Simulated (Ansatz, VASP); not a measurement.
**Fe3Cl in VASP and in Ansatz**

```
Fe Cl
1.0
    -1.78603    1.78603    4.31977
     1.78603   -1.78603    4.31977
     1.78603    1.78603   -4.31977
Fe Cl
3 1
Direct
  0.50000 0.50000 0.00000
  0.25000 0.75000 0.50000
  0.75000 0.25000 0.50000
  0.00000 0.00000 0.00000
```

Alike in both runs: functional PBE; k mesh 6 × 6 × 6; occupations gaussian, width 0.1 eV; collinear spin.

Ansatz relaxed the structure, and its values are those at the end. VASP's run is a single point on that final structure, the one shown.

|  | VASP | Ansatz |
| --- | --- | --- |
| version | VASP 6.6.1 | Ansatz 0.2.0 |
| potentials or method | VASP PAW PBE potentials, release 64 (Fe, Cl), cutoff 520 eV | scalar-relativistic, plane waves, PAW |
| valence electrons in the cell | 31 | 55 |

|  | VASP | Ansatz | Ansatz less VASP |
| --- | --- | --- | --- |
| gap on the k mesh at the Fermi level (eV) | none | none | - |
| pressure (GPa) | 0.0 | 0.0 | +0.02 |
| net moment per atom (μB) | 2.22 | 2.22 | +0.002 |
| size of the moment on the site where the two differ most (μB) | 2.88 | 2.88 | +0.003 |

Site moments also hang on the region over which each program counts them. A gap of «none» marks a metal or a gap that the smearing closes. VASP's potentials hold 31 valence electrons a cell and Ansatz's 55, so a difference there can come from the potentials and not from the codes.

The k mesh is coarse, so the values compare programs but aren't converged.
